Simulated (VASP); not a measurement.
A run of VASP 6.6.1 is set up as follows.

The input INCAR:

```
  PREC = Accurate
  ENCUT = 520
  EDIFF = 1E-6
  ISMEAR = -1
  SIGMA = 0.05
  LREAL = F
  LASPH = T
  NELM = 150
  ALGO = Normal
  ISIF = 2
  LWAVE = F
  LCHARG = T
  ISPIN = 2
  MAGMOM = 1
  LORBIT = 11
  LMAXMIX = 4
  GGA = PS
  LELF = T
  LVHAR = T
  NBANDS = 15
```

Contents of KPOINTS:

```
Automatic mesh
0
Gamma
  12 12 1
```

Contents of POSCAR:

```
Ni
1.0
    2.2591100000      0.0000000000      0.0000000000
    0.0000000000      2.2591100000      0.0000000000
    0.0000000000      0.0000000000     23.8000000000
Ni
1
Direct
    0.5000000000      0.5000000000      0.2941200000
```

Potentials or basis: VASP PAW PBE potentials, release 64 (Ni).

The run is started by

```console
$ cat potpaw_PBE.64/Ni/POTCAR > POTCAR
$ mpirun -np 1 vasp_std > vasp.out
```

**Question.** What does it give for the net moment?

**Answer.** 0.86 μB per cell.

**Question.** Predict the site moments.

**Answer.** Ni +0.88 μB.
